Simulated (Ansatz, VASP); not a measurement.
## One calculation of AlGa3N4, two programs

```
Al Ga N
1.0
     4.54284   -0.06840   -0.06840
    -0.06840    4.54284   -0.06840
    -0.06840   -0.06840    4.54284
Al Ga N
1 3 4
Direct
  0.00000 0.00000 0.00000
  0.50000 0.50000 0.00000
  0.50000 0.00000 0.50000
  0.00000 0.50000 0.50000
  0.75481 0.75481 0.24519
  0.75481 0.24519 0.75481
  0.24519 0.75481 0.75481
  0.24519 0.24519 0.24519
```

Alike in both runs: task single point; functional LDA; k mesh 6 × 6 × 6; occupations gaussian, width 0.05 eV; no spin polarisation.

```csv
,VASP,Ansatz
version,VASP 6.6.1,Ansatz 0.2.0
potentials or method,"VASP PAW LDA potentials, release 64 (Al, Ga_d, N), cutoff 520 eV","scalar-relativistic, plane waves, PAW"
valence electrons in the cell,62,62
```

```csv
,VASP,Ansatz,Ansatz less VASP
gap on the k mesh at the Fermi level (eV),1.89,1.88,-0.007
least direct gap on the mesh (eV),1.89,1.88,-0.007
pressure (GPa),-12.1,-12.8,-0.74
"traceless stress, the component that is largest in VASP (GPa)",5.37,5.28,-0.091
rms of the force components (eV/Å),0.220,0.209,-0.0111
```

Ansatz warns that its potentials were made for another functional, while VASP's fit it. LDA's correlation is that of Perdew and Zunger in VASP and of Perdew and Wang (1992) in Ansatz. Atom by atom the forces differ by 0.015 eV/Å (rms over components).
